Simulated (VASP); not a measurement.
# BaW (P3_221) in VASP: notebook

Runs on BaW. Level: PBE. Tasks: single point, relaxation of cell and atoms.

Program: VASP 6.6.1. These are calculated values, not measurements. Logs are shortened: lines on timing, memory, paths and dates and some standing lists are left out, and cuts for length are marked.

## Step 1: The cell of the first run

Symmetry: P3_221, No. 154, trigonal system. The conventional cell has a = 4.360 Å, b = 4.360 Å, c = 9.989 Å, α = 90.00°, β = 90.00°, γ = 120.00°. Within 3.3 Å of Ba (site symmetry 2) lie 4 W at 2.49 to 3.25 Å. W (site symmetry 2) has 4 Ba at 2.49 to 3.25 Å within 3.3 Å.

## Step 2: Single point, PBE

The input, INCAR:

```
PREC     = Accurate       # precision mode
ENCUT    = 520            # plane-wave cutoff, eV
EDIFF    = 1E-7           # SCF threshold, eV
ISMEAR   = 0              # smearing method
SIGMA    = 0.1            # smearing width, eV
LREAL    = False          # projectors in reciprocal space
LASPH    = True           # aspherical terms in the spheres
NELM     = 100            # most SCF steps
ALGO     = Fast           # electronic algorithm
ISIF     = 2              # what is computed and relaxed
LWAVE    = False          # write WAVECAR
LCHARG   = False          # write CHGCAR
GGA      = PE             # functional
NBANDS   = 45             # bands
```

The input, KPOINTS:

```
regular mesh
0
Gamma
  6 6 2
```

The input, POSCAR:

```
BaW
1.0
    4.3601003285      0.0000000000      0.0000000000
   -2.1800501643      3.7759576475      0.0000000000
    0.0000000000      0.0000000000      9.9887798275
Ba W
3 3
Direct
    0.7198000000      0.0000000000      0.6666666667
    0.0000000000      0.7198000000      0.3333333333
    0.2802000000      0.2802000000      0.0000000000
    0.4889000000      0.0000000000      0.1666666667
    0.0000000000      0.4889000000      0.8333333333
    0.5111000000      0.5111000000      0.5000000000
```

Potentials or basis: VASP PAW PBE potentials, release 64 (Ba_sv, W_sv).

Command:

```sh
> cat potpaw_PBE.64/Ba_sv/POTCAR potpaw_PBE.64/W_sv/POTCAR > POTCAR
> mpirun -np 1 vasp_std > vasp.out
```

OUTCAR:

```text
PREC = Accurate
   ENCUT = 520
   EDIFF = 1E-7
   ISMEAR = 0
   LREAL = False
   LASPH = True
   NELM = 100
   ISIF = 2
   GGA = PE

 ion  position               nearest neighbor table
   1  0.720  0.000  0.667-   5 2.49   6 2.49   5 3.25   6 3.25   5 3.46   6 3.46   3 3.95   2 3.95
                             3 4.31   3 4.31   2 4.31   2 4.31
   2  0.000  0.720  0.333-   4 2.49   6 2.49   4 3.25   6 3.25   4 3.46   6 3.46   3 3.95   1 3.95
                             3 4.31   3 4.31   1 4.31   1 4.31
   3  0.280  0.280  0.000-   4 2.49   5 2.49   4 3.25   5 3.25   5 3.46   4 3.46   2 3.95   1 3.95
                             1 4.31   2 4.31   2 4.31   1 4.31
   4  0.489  0.000  0.167-   2 2.49   3 2.49   2 3.25   3 3.25   2 3.46   3 3.46
   5  0.000  0.489  0.833-   1 2.49   3 2.49   1 3.25   3 3.25   1 3.46   3 3.46
   6  0.511  0.511  0.500-   1 2.49   2 2.49   1 3.25   2 3.25   2 3.46   1 3.46

  LATTYP: Found a hexagonal cell.
 ALAT       =     4.3601003285
 C/A-ratio  =     2.2909518302

  Lattice vectors:

 A1 = (   4.3601003285,   0.0000000000,   0.0000000000)
 A2 = (  -2.1800501643,   3.7759576475,   0.0000000000)
 A3 = (   0.0000000000,   0.0000000000,   9.9887798275)

Analysis of symmetry for initial positions (statically):
=====================================================================
 Subroutine PRICEL returns:
 Original cell was already a primitive cell.

 Routine SETGRP: Setting up the symmetry group for a
 hexagonal supercell.

 Subroutine GETGRP returns: Found  6 space group operations
 (whereof  2 operations were pure point group operations)
 out of a pool of 24 trial point group operations.

The static configuration has the point symmetry C_2 .
 The point group associated with its full space group is D_3 .

Analysis of symmetry for dynamics (positions and initial velocities):
=====================================================================
 Subroutine PRICEL returns:
 Original cell was already a primitive cell.

 Routine SETGRP: Setting up the symmetry group for a
 hexagonal supercell.

 Subroutine GETGRP returns: Found  6 space group operations
 (whereof  2 operations were pure point group operations)
 out of a pool of 24 trial point group operations.

The dynamic configuration has the point symmetry C_2 .
 The point group associated with its full space group is D_3 .

 Subroutine INISYM returns: Found  6 space group operations
 (whereof  2 operations are pure point group operations),
 and found     1 'primitive' translations

----------------------------------------------------------------------------------------

                                     Primitive cell

  volume of cell :     164.4508

  direct lattice vectors                    reciprocal lattice vectors
     4.360100328  0.000000000  0.000000000     0.229352521  0.132416739  0.000000000
    -2.180050164  3.775957647  0.000000000     0.000000000  0.264833479  0.000000000
     0.000000000  0.000000000  9.988779828     0.000000000  0.000000000  0.100112328

  length of vectors
     4.360100328  4.360100328  9.988779828     0.264833479  0.264833479  0.100112328

  position of ions in fractional coordinates (direct lattice)
     0.719800000  0.000000000  0.666666667
     1.000000000  0.719800000  0.333333333
     0.280200000  0.280200000  0.000000000
     0.488900000  0.000000000  0.166666667
     1.000000000  0.488900000  0.833333333
     0.511100000  0.511100000  0.500000000

  ion indices of the primitive-cell ions
   primitive index   ion index
                 1           1
                 2           2
                 3           3
                 4           4
                 5           5
                 6           6

----------------------------------------------------------------------------------------

 KPOINTS: regular mesh

Automatic generation of k-mesh.
 Grid dimensions read from file:
 generate k-points for:    6    6    2

 Generating k-lattice:

  Cartesian coordinates                     Fractional coordinates (reciprocal lattice)
     0.038225420  0.022069457  0.000000000     0.166666667 -0.000000000  0.000000000
     0.000000000  0.044138913  0.000000000     0.000000000  0.166666667  0.000000000
     0.000000000  0.000000000  0.050056164     0.000000000  0.000000000  0.500000000

  Length of vectors
     0.044138913  0.044138913  0.050056164

  Shift w.r.t. Gamma in fractional coordinates (k-lattice)
     0.000000000  0.000000000  0.000000000

 Subroutine IBZKPT returns following result:
 ===========================================

 Found     14 irreducible k-points:

 Following reciprocal coordinates:
            Coordinates               Weight
  0.000000  0.000000  0.000000      1.000000
  0.166667  0.000000  0.000000      6.000000
  0.333333  0.000000  0.000000      6.000000
  0.500000  0.000000  0.000000      3.000000
  0.166667  0.166667  0.000000      6.000000
  0.333333  0.166667  0.000000     12.000000
  0.333333  0.333333  0.000000      2.000000
  0.000000  0.000000  0.500000      1.000000
  0.166667  0.000000  0.500000      6.000000
  0.333333  0.000000  0.500000      6.000000
  0.500000  0.000000  0.500000      3.000000
  0.166667  0.166667  0.500000      6.000000
  0.333333  0.166667  0.500000     12.000000
  0.333333  0.333333  0.500000      2.000000
   k-points           NKPTS =     14   k-points in BZ     NKDIM =     14   number of bands    NBANDS=     45
   number of dos      NEDOS =    301   number of ions     NIONS =      6
   total plane-waves  NPLWV =  81920
   dimension x,y,z NGX =    32 NGY =   32 NGZ =   80
   dimension x,y,z NGXF=    64 NGYF=   64 NGZF=  160
   ions per type =               3   3
   NGX,Y,Z   is equivalent  to a cutoff of  12.20, 12.20, 13.31 a.u.
   NGXF,Y,Z  is equivalent  to a cutoff of  24.40, 24.40, 26.63 a.u.
 SYSTEM =  unknown system
   PREC   = accura    normal or accurate (medium, high low for compatibility)
   ISTART =      0    job   : 0-new  1-cont  2-samecut
   ICHARG =      2    charge: 1-file 2-atom 10-const
   ISPIN  =      1    spin polarized calculation?
   LNONCOLLINEAR =      F non collinear calculations
   LSORBIT =      F    spin-orbit coupling
   LASPH  =      T    aspherical Exc in radial PAW
   ENCUT  =  520.0 eV  38.22 Ry    6.18 a.u.   8.11  8.11 18.57*2*pi/ulx,y,z
   NELM   =    100;   NELMIN=  2; NELMDL= -5     # of ELM steps
   EDIFF  = 0.1E-06   stopping-criterion for ELM
   LREAL  =      F    real-space projection
   EDIFFG = 0.1E-05   stopping-criterion for IOM
   NSW    =      0    number of steps for IOM
   IBRION =     -1    ionic relax: 0-MD 1-quasi-New 2-CG
   NFREE  =      0    steps in history (QN), initial steepest desc. (CG)
   ISIF   =      2    stress and relaxation
   ISYM   =      2    0-nonsym 1-usesym 2-fastsym
   POTIM  = 0.5000    time-step for ionic-motion
   TEBEG  =    0.0;   TEEND  =   0.0 temperature during run
   PSTRESS=    0.0 pullay stress
   NELECT =      72.0000    total number of electrons
   NUPDOWN=      -1.0000    fix difference up-down
   EMIN   =  10.00;   EMAX   =-10.00  energy-range for DOS
   EFERMI =   0.00;   METHOD = LEGACY
   ISMEAR =     0;   SIGMA  =   0.10  broadening in eV -4-tet -1-fermi 0-gaus
   EFERMI_NEDOS =   21; number of points for ismear=-14 and -15
   IALGO  =     68    algorithm
   IMIX   =      4    mixing-type and parameters
     AMIX     =   0.40;   BMIX     =  1.00
     AMIX_MAG =   1.60;   BMIX_MAG =  1.00
  volume/ion in A,a.u.               =      27.41       184.96
  Fermi-wavevector in a.u.,A,eV,Ry     =   1.243103  2.349123 21.025139  1.545304
  Thomas-Fermi vector in A             =   2.377428
   LORBIT       =      0    0 simple, 1 ext, 2 COOP (PROOUT), +10 PAW based schemes
   GGA     = PE    functional components
   LHFCALC =     F    Hartree Fock is set to
   AEXX    =    0.0000 exact exchange contribution
   IVDW    =     0    specifies the selected vdW correction
   LEPSILON=     F    determine dielectric tensor
   LRPA    =     F    only Hartree local field effects (RPA)
 non-spin polarized calculation
 RMM-DIIS sequential band-by-band and
 Gauss-broadening in eV      SIGMA  =   0.10
  energy-cutoff  :      520.00
  volume of cell :      164.45
 maximum number of plane-waves:      4452
   NGX = 17   NGY = 17   NGZ = 37

 number of electron      72.0000004 magnetization

 Free energy of the ion-electron system (eV)
  ---------------------------------------------------
  ext. energy  EPLUGINS =         0.00000000
  ---------------------------------------------------
  free energy    TOTEN  =       -23.53383601 eV

  energy without entropy =      -23.46268327  energy(sigma->0) =      -23.49825964

 E-fermi :   4.7212     XC(G=0): -10.4243

 val. band max:        4.7084229325   @ k =   0.3333   0.1667   0.0000
 cond. band min:       4.7283977377   @ k =   0.5000   0.0000   0.5000
 fundamental gap:      0.0199748051
 Fermi energy:         4.7211782107

 k-point     1 :       0.0000    0.0000    0.0000
  band No.  band energies     occupation
      1     -68.8670      2.00000
      2     -68.8660      2.00000
      3     -68.8660      2.00000
      4     -33.3787      2.00000
      5     -33.3787      2.00000
      6     -33.3417      2.00000
[... 37 lines left out ...]
     44       7.7684      0.00000
     45       8.6854      0.00000

 k-point     2 :       0.1667    0.0000    0.0000
  band No.  band energies     occupation
      1     -68.8669      2.00000
      2     -68.8660      2.00000
      3     -68.8660      2.00000
      4     -33.3775      2.00000
      5     -33.3764      2.00000
      6     -33.3439      2.00000
[... 37 lines left out ...]
     44       7.3283      0.00000
     45       8.0727      0.00000

 k-point     3 :       0.3333    0.0000    0.0000
  band No.  band energies     occupation
      1     -68.8667      2.00000
      2     -68.8661      2.00000
      3     -68.8660      2.00000
      4     -33.3753      2.00000
      5     -33.3700      2.00000
      6     -33.3498      2.00000
[... 517 lines left out ...]
     44       6.9629      0.00000
     45       7.3314      0.00000

 k-point    14 :       0.3333    0.3333    0.5000
  band No.  band energies     occupation
      1     -68.8663      2.00000
      2     -68.8663      2.00000
      3     -68.8660      2.00000
      4     -33.3714      2.00000
      5     -33.3609      2.00000
      6     -33.3609      2.00000
[... 37 lines left out ...]
     44       7.1099      0.00000
     45       7.1530      0.00000

------------------------ aborting loop because EDIFF is reached ----------------------------------------

  FORCE on cell =-STRESS in cart. coord.  units (eV):
  Direction    XX          YY          ZZ          XY          YZ          ZX
  --------------------------------------------------------------------------------------
  -------------------------------------------------------------------------------------
  Total       17.2089954     17.2089954     17.7192643     -0.0000000      0.0000000     -0.0000000
  in kB      167.6602322    167.6602322    172.6315739     -0.0000000      0.0000000     -0.0000000
  external PRESSURE =     169.3173461 kB  Pullay stress =       0.0000000 kB

 VOLUME and BASIS-vectors are now :
 -----------------------------------------------------------------------------
  energy-cutoff  :      520.00
  volume of cell :      164.45
      direct lattice vectors                 reciprocal lattice vectors
     4.360100328  0.000000000  0.000000000     0.229352521  0.132416739  0.000000000
    -2.180050164  3.775957647  0.000000000     0.000000000  0.264833479  0.000000000
     0.000000000  0.000000000  9.988779828     0.000000000  0.000000000  0.100112328

 POSITION                                       TOTAL-FORCE (eV/Angst)
 -----------------------------------------------------------------------------------
      3.13840      0.00000      6.65919        -0.252216     -0.000000     -0.000000
     -1.56920      2.71793      3.32959         0.126108     -0.218426     -0.000000
      0.61085      1.05802      0.00000         0.126108      0.218426     -0.000000
      2.13165      0.00000      1.66480         3.654045     -0.000000      0.000000
     -1.06583      1.84607      8.32398        -1.827023      3.164496     -0.000000
      1.11422      1.92989      4.99439        -1.827023     -3.164496     -0.000000
 -----------------------------------------------------------------------------------
    total drift:                                0.000005      0.000009      0.000000

  FREE ENERGIE OF THE ION-ELECTRON SYSTEM (eV)
  ---------------------------------------------------
  free  energy   TOTEN  =       -23.5338360146 eV

  energy  without entropy=      -23.4626832689  energy(sigma->0) =      -23.49825964
```

It took 4.5 min on 1 thread of Intel Xeon 6975P-C (Granite Rapids), shared host; peak memory 0.33 GiB.

What came out:

```yaml
Free_energy: -23.5338 eV
Pressure: 16.9 GPa
Largest_force: 3.654 eV/Å
Band_gap_on_the_k_mesh: zero (bands 36 and 37 overlap by 0.33 eV)
```

Forces on the atoms (eV/Å):
```
Ba  -0.252  0.000  0.000
Ba   0.126 -0.218  0.000
Ba   0.126  0.218  0.000
W    3.654  0.000  0.000
W   -1.827  3.164  0.000
W   -1.827 -3.164  0.000
```

Caveat: the cell stands under pressure; spin-orbit coupling is left out, which moves the levels of the heavy elements; forces of over 1 eV/Å act on the atoms, so gaps and moduli don't describe the material at rest.

## Step 3: Single point, PBE

This run uses another cell than the first one, of 26.35 Å³/atom.

The input, INCAR:

```
SYSTEM = BaW
  ALGO = Normal
  EDIFF = 1E-6
  ENCUT = 520
  GGA = PE
  ISIF = 2
  ISMEAR = 0
  LASPH = .TRUE.
  LCHARG = .TRUE.
  LELF = .TRUE.
  LREAL = .FALSE.
  LVHAR = .TRUE.
  LWAVE = .FALSE.
  NBANDS = 45
  NELM = 80
  PREC = Accurate
  SIGMA = 0.1
```

The input, KPOINTS:

```
k-points
0
G
  6 6 2
  0 0 0
```

The input, POSCAR:

```
BaW
1.0
    5.3555471904      0.0000000000      0.0000000000
   -2.6777735952      4.6380399180      0.0000000000
    0.0000000000      0.0000000000      6.3658350410
Ba W
3 3
Direct
    0.6941546518      0.0000000000      0.6666666667
    0.0000000000      0.6941546518      0.3333333333
    0.3058453482      0.3058453482      0.0000000000
    0.5763475246      0.0000000000      0.1666666667
    0.0000000000      0.5763475246      0.8333333333
    0.4236524754      0.4236524754      0.5000000000
```

Potentials or basis: VASP PAW PBE potentials, release 64 (Ba_sv, W_sv).

Command:

```sh
> cat potpaw_PBE.64/Ba_sv/POTCAR potpaw_PBE.64/W_sv/POTCAR > POTCAR
> mpirun -np 1 vasp_std > vasp.out
```

OUTCAR:

```text
SYSTEM = BaW
   EDIFF = 1E-6
   ENCUT = 520
   GGA = PE
   ISIF = 2
   ISMEAR = 0
   LASPH = .TRUE.
   LREAL = .FALSE.
   NELM = 80
   PREC = Accurate

 ion  position               nearest neighbor table
   1  0.694  0.000  0.667-   5 2.88   6 2.88   4 3.24   4 3.24   5 3.41   6 3.41   3 3.54   2 3.54
                             5 3.56   6 3.56   3 3.86   3 3.86   2 3.86   2 3.86
   2  0.000  0.694  0.333-   4 2.88   6 2.88   5 3.24   5 3.24   4 3.41   6 3.41   3 3.54   1 3.54
                             4 3.56   6 3.56   3 3.86   3 3.86   1 3.86   1 3.86
   3  0.306  0.306  0.000-   4 2.88   5 2.88   6 3.24   6 3.24   4 3.41   5 3.41   2 3.54   1 3.54
                             5 3.56   4 3.56   1 3.86   2 3.86   2 3.86   1 3.86
[... 876 lines left out ...]
  Total        2.4518270      2.4518270      2.0189707      0.0000000      0.0000000      0.0000000
  in kB       24.8431516     24.8431516     20.4572322      0.0000000      0.0000000      0.0000000
  external PRESSURE =      23.3811785 kB  Pullay stress =       0.0000000 kB

 VOLUME and BASIS-vectors are now :
 -----------------------------------------------------------------------------
  energy-cutoff  :      520.00
  volume of cell :      158.12
      direct lattice vectors                 reciprocal lattice vectors
     5.355547190  0.000000000  0.000000000     0.186722283  0.107804161  0.000000000
    -2.677773595  4.638039918  0.000000000     0.000000000  0.215608321  0.000000000
     0.000000000  0.000000000  6.365835041     0.000000000  0.000000000  0.157088582

 POSITION                                       TOTAL-FORCE (eV/Angst)
 -----------------------------------------------------------------------------------
      3.71758      0.00000      4.24389        -0.011910      0.000000      0.000000
     -1.85879      3.21952      2.12195         0.005955     -0.010314      0.000000
      0.81898      1.41852      0.00000         0.005955      0.010314      0.000000
      3.08666      0.00000      1.06097         0.248352      0.000000     -0.000000
     -1.54333      2.67312      5.30486        -0.124176      0.215079      0.000000
      1.13445      1.96492      3.18292        -0.124176     -0.215079      0.000000
 -----------------------------------------------------------------------------------
    total drift:                                0.000000     -0.000000     -0.000000

  FREE ENERGIE OF THE ION-ELECTRON SYSTEM (eV)
  ---------------------------------------------------
  free  energy   TOTEN  =       -31.1413266542 eV

  energy  without entropy=      -31.1039357894  energy(sigma->0) =      -31.12263122
```

OSZICAR:

```text
N       E                     dE             d eps       ncg     rms          rms(c)
DAV:   1     0.808687040460E+03    0.80869E+03   -0.39587E+04  1372   0.160E+03
DAV:   2     0.234266982420E+02   -0.78526E+03   -0.76785E+03  1522   0.457E+02
DAV:   3    -0.325265776419E+02   -0.55953E+02   -0.54117E+02  1793   0.106E+02
DAV:   4    -0.349579964376E+02   -0.24314E+01   -0.23904E+01  1736   0.178E+01
DAV:   5    -0.350580145008E+02   -0.10002E+00   -0.99705E-01  1703   0.337E+00    0.260E+01
DAV:   6    -0.315492310093E+02    0.35088E+01   -0.28618E+01  1596   0.181E+01    0.913E+00
DAV:   7    -0.311998520116E+02    0.34938E+00   -0.27802E+00  1525   0.585E+00    0.556E+00
DAV:   8    -0.311423345703E+02    0.57517E-01   -0.34757E-01  1598   0.248E+00    0.477E-01
DAV:   9    -0.311412348845E+02    0.10997E-02   -0.26324E-02  1606   0.679E-01    0.361E-01
DAV:  10    -0.311413837393E+02   -0.14885E-03   -0.27470E-03  1494   0.289E-01    0.918E-02
DAV:  11    -0.311413291717E+02    0.54568E-04   -0.23685E-04  1713   0.113E-01    0.260E-02
DAV:  12    -0.311413299258E+02   -0.75410E-06   -0.48836E-05  1705   0.387E-02    0.724E-03
DAV:  13    -0.311413274943E+02    0.24315E-05   -0.53890E-06  1361   0.147E-02    0.296E-03
DAV:  14    -0.311413266542E+02    0.84012E-06   -0.44088E-07   815   0.454E-03
   1 F= -.31141327E+02 E0= -.31122631E+02  d E =-.373909E-01
```

stdout:

```text
POSCAR found type information on POSCAR BaW
 POSCAR found :  2 types and       6 ions
 scaLAPACK will be used
 LDA part: xc-table for (Slater+PW92), standard interpolation
 POSCAR, INCAR and KPOINTS ok, starting setup
 FFT: planning ... GRIDC
 FFT: planning ... GRID_SOFT
 FFT: planning ... GRID
 WAVECAR not read
 entering main loop
```

It took 64 s on 1 thread of Intel Xeon 6975P-C (Granite Rapids), shared host; peak memory 0.3 GiB.

Results:

- Free energy: -31.1413 eV
- Pressure: 2.3 GPa
- Largest force: 0.248 eV/Å
- Band gap on the k mesh: zero (bands 36 and 37 overlap by 0.38 eV)

Forces in eV/Å, atoms in the order of the input:
```
Ba  -0.012  0.000  0.000
Ba   0.006 -0.010  0.000
Ba   0.006  0.010  0.000
W    0.248  0.000  0.000
W   -0.124  0.215  0.000
W   -0.124 -0.215  0.000
```

Caveat: the k points lie up to 0.49 Å⁻¹ apart; spin-orbit coupling is left out, which moves the levels of the heavy elements.

[end of part 1 of 3]

The gap in the log of VASP goes by the Fermi energy; the results here count the filled bands.